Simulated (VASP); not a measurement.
Cu3Pt: single point with LDA

Crystal: Cu3Pt.

```
Cu Pt
1.0
     3.57865    0.00000    0.00000
     0.00000    3.57865    0.00000
     0.00000    0.00000    3.57865
Cu Pt
3 1
Direct
  0.00000 0.50000 0.50000
  0.50000 0.00000 0.50000
  0.50000 0.50000 0.00000
  0.00000 0.00000 0.00000
```

```json
{"Program": "VASP 6.6.1", "Task": "single point", "Functional": "LDA", "Potentials or basis": "VASP PAW LDA potentials, release 64 (Cu, Pt)", "Cutoff": "520 eV", "k mesh": "6 × 6 × 6", "Occupations": "fermi-dirac, width 0.1 eV", "Spin": "no spin polarisation", "Dipole correction": "no", "Further INCAR settings": "ALGO = Normal; EDIFF = 1e-07; NBANDS = 30"}
```

```json
{"Pressure": "10.9 GPa"}
```

Levels at points of the mesh, in eV from the Fermi level:
```
           k point  band 19  band 20  band 21  band 22  band 23  band 24  band 25  band 26
(0.00, 0.00, 0.00)    -0.02    -0.02    -0.02     1.83     1.83     1.83     7.97     9.99
(0.50, 0.00, 0.00)    -1.61    -1.31    -1.16    -0.08     7.14     7.14     8.15     8.15
(0.50, 0.50, 0.00)    -1.66    -1.66    -0.01    -0.01     1.04     2.04     9.69    10.92
(0.50, 0.50, 0.50)    -0.79    -0.60    -0.60    -0.60    -0.50    -0.50     4.41     6.22
```

It took 57 s on 1 thread of AMD EPYC 7R43 64-Core Processor (Zen 3), on a shared host, peak memory 0.12 GiB.

Caveat: spin-orbit coupling is left out, which moves the levels of the heavy elements.
